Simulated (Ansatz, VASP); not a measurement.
## HgTe in VASP and in Ansatz

The input INCAR:

```
PREC = Accurate ; ENCUT = 520
EDIFF = 1E-6 ; ISMEAR = -1
SIGMA = 0.05 ; LREAL = F
LASPH = T ; NELM = 60
ALGO = Normal ; ISIF = 2
LWAVE = F ; LCHARG = T
GGA = PE ; LELF = T
LVHAR = T ; NBANDS = 16
```

The input KPOINTS:

```
regular mesh
0
Gamma
  6 6 6
```

Contents of POSCAR:

```
HgTe
1.0
    0.0000000000      3.2145000000      3.2145000000
    3.2145000000      0.0000000000      3.2145000000
    3.2145000000      3.2145000000      0.0000000000
Hg Te
1 1
Direct
    0.0000000000      0.0000000000      0.0000000000
    0.7500000000      0.7500000000      0.7500000000
```

The input input.yaml:

```yaml
crystal:
  lattice:
    - [0.0, 3.2145, 3.2145]
    - [3.2145, 0.0, 3.2145]
    - [3.2145, 3.2145, 0.0]
  atoms:
    - { symbol: Hg, position: [0.0, 0.0, 0.0] }
    - { symbol: Te, position: [0.75, 0.75, 0.75] }
hamiltonian:
  xc: pbe
  pseudopotentials: { kind: paw }
kpoints:
  mp_grid: { grid: [6, 6, 6] }
scf:
  occupations: { method: fermi_dirac, width: 0.05 }
output:
  forces: true
  stress: true
  eigenvalues: true
```

Alike in both runs: task single point; functional PBE; k mesh 6 × 6 × 6; occupations fermi-dirac, width 0.05 eV; no spin polarisation.

|  | VASP | Ansatz |
| --- | --- | --- |
| version | VASP 6.6.1 | Ansatz 0.2.0 |
| potentials or method | VASP PAW PBE potentials, release 64 (Hg, Te) | Ansatz PAW |
| plane-wave cutoff (eV) | 520 | 420 |
| valence electrons in the cell | 18 | 36 |

Ansatz gave:

- gap on the k mesh at the Fermi level (eV): none
- pressure (GPa): 4.6

Task: Estimate VASP's values.

Result: gap on the k mesh at the Fermi level (eV): none; pressure (GPa): 4.7.

A gap of «none» marks a metal or a gap that the smearing closes. VASP's potentials hold 18 valence electrons a cell and Ansatz's 36, so a difference there can come from the potentials and not from the codes.

Spin-orbit coupling is off throughout.
